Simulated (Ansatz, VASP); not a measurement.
## TiAl3: VASP beside Ansatz

The input INCAR:

```
ALGO = Fast ; EDIFF = 1E-6
ENCUT = 520 ; GGA = PS
ISIF = 2 ; ISMEAR = 0
LASPH = T ; LCHARG = F
LREAL = F ; LWAVE = F
NBANDS = 18 ; NELM = 100
PREC = Accurate ; SIGMA = 0.1
```

The input KPOINTS:

```
k-points
0
Gamma
  14 14 14
```

The input POSCAR:

```
TiAl3
1.0
    3.9483448104      0.0000000000      0.0000000000
    0.0000000000      3.9483448104      0.0000000000
    0.0000000000      0.0000000000      4.1062786028
Ti Al
1 3
Direct
    0.0000000000      0.0000000000      0.0000000000
    0.5000000000      0.5000000000      0.0000000000
    0.5000000000      0.0000000000      0.5000000000
    0.0000000000      0.5000000000      0.5000000000
```

Input for Ansatz:

```yaml
crystal:
  lattice:
    - [3.9483448104, 0.0, 0.0]
    - [0.0, 3.9483448104, 0.0]
    - [0.0, 0.0, 4.1062786028]
  atoms:
    - { symbol: Ti, position: [0.0, 0.0, 0.0] }
    - { symbol: Al, position: [0.5, 0.5, 0.0] }
    - { symbol: Al, position: [0.5, 0.0, 0.5] }
    - { symbol: Al, position: [0.0, 0.5, 0.5] }
basis:
  ecutwfc: 420
kpoints:
  mp_grid: { grid: [14, 14, 14] }
hamiltonian:
  xc: pbesol
scf:
  occupations: { method: gaussian, width: 0.1 }
output:
  forces: true
  stress: true
  eigenvalues: true
```

Change from the starting cell: strain along c alone, the other axes held, atoms relaxed: +4.0 %.

Alike in both runs: task single point; functional PBEsol; k mesh 14 × 14 × 14; occupations gaussian, width 0.1 eV; no spin polarisation.

|  | VASP | Ansatz |
| --- | --- | --- |
| version | VASP 6.6.1 | Ansatz 0.2.0 |
| potentials or method | VASP PAW PBE potentials, release 64 (Ti_sv, Al), cutoff 520 eV | scalar-relativistic, plane waves, PAW |
| valence electrons in the cell | 21 | 21 |

Ansatz gave:

```
gap on the k mesh at the Fermi level (eV)                     : none
pressure (GPa)                                                : -3.9
traceless stress, the component that is largest in VASP (GPa) : -2.94
```

Which values does VASP return?

gap on the k mesh at the Fermi level (eV): none; pressure (GPa): -3.8; traceless stress, the component that is largest in VASP (GPa): -2.95.

VASP's potentials were made for PBE, not for PBEsol. A gap of «none» marks a metal or a gap that the smearing closes.
